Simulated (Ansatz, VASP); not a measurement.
## Si in VASP and in Ansatz

The input INCAR:

```
PREC     = Accurate       # precision mode
ENCUT    = 520            # plane-wave cutoff, eV
EDIFF    = 1E-6           # SCF threshold, eV
ISMEAR   = 0              # smearing method
SIGMA    = 0.03           # smearing width, eV
LREAL    = False          # projectors in reciprocal space
LASPH    = True           # aspherical terms in the spheres
NELM     = 60             # most SCF steps
ALGO     = Normal         # electronic algorithm
ISIF     = 2              # what is computed and relaxed
LWAVE    = False          # write WAVECAR
LCHARG   = False          # write CHGCAR
GGA      = PS             # functional
NBANDS   = 26             # bands
```

File KPOINTS:

```
Automatic mesh
0
Gamma
  10 10 4
```

Contents of POSCAR:

```
Si
1.0
    0.0000000000      0.0000000000      3.8373624245
    3.3221878745     -3.3221878745     -1.9186812122
    6.6443757490      6.6443757490      0.0000000000
Si
8
Direct
   -0.0221184437      0.0000000000      0.1787304307
    0.4926190148      0.0000000000      0.6787304307
    0.4926190148      0.0000000000      0.3212695693
   -0.0221184437      0.0000000000      0.8212695693
    0.7438726578      0.6425391386      0.0000000000
    0.4281659097      0.6425391386      0.5000000000
    0.1013335192      0.3574608614      0.0000000000
    0.7856267711      0.3574608614      0.5000000000
```

Input for Ansatz:

```yaml
crystal:
  lattice:
    - [0.0, 0.0, 3.8373624245]
    - [3.3221878745, -3.3221878745, -1.9186812122]
    - [6.644375749, 6.644375749, 0.0]
  atoms:
    - { symbol: Si, position: [-0.0221184437, 0.0, 0.1787304307] }
    - { symbol: Si, position: [0.4926190148, 0.0, 0.6787304307] }
    - { symbol: Si, position: [0.4926190148, 0.0, 0.3212695693] }
    - { symbol: Si, position: [-0.0221184437, 0.0, 0.8212695693] }
    - { symbol: Si, position: [0.7438726578, 0.6425391386, 0.0] }
    - { symbol: Si, position: [0.4281659097, 0.6425391386, 0.5] }
    - { symbol: Si, position: [0.1013335192, 0.3574608614, 0.0] }
    - { symbol: Si, position: [0.7856267711, 0.3574608614, 0.5] }
basis:
  ecutwfc: 420
kpoints:
  mp_grid: { grid: [10, 10, 4] }
hamiltonian:
  xc: pbesol
  pseudopotentials: { kind: paw, azcp: { folder: soft_1 } }
scf:
  occupations: { method: gaussian, width: 0.03 }
output:
  forces: true
  stress: true
  eigenvalues: true
```

Change from the starting cell: mode 4 frozen in at -0.354 Å and mode 7 at -0.057 Å (largest displacements).

Alike in both runs: task single point; functional PBEsol; k mesh 10 × 10 × 4; occupations gaussian, width 0.03 eV; no spin polarisation.

|  | VASP | Ansatz |
| --- | --- | --- |
| version | VASP 6.6.1 | Ansatz 0.2.0 |
| potentials or method | VASP PAW PBE potentials, release 64 (Si), cutoff 520 eV | scalar-relativistic, plane waves, PAW |
| valence electrons in the cell | 32 | 32 |

```tsv
	VASP	Ansatz	Ansatz less VASP
gap on the k mesh at the Fermi level (eV)	none	none	-
pressure (GPa)	-0.8	-0.9	-0.11
traceless stress, the component that is largest in VASP (GPa)	0.18	0.18	+0.001
rms of the force components (eV/Å)	0.291	0.292	+0.0008
```

VASP's potentials were made for PBE, not for PBEsol, and Ansatz warns of the same on its side. Atom by atom the forces differ by 0.003 eV/Å (rms over components). A gap of «none» marks a metal or a gap that the smearing closes. The functional is the same, so the differences come from potentials, cutoffs and numerics.
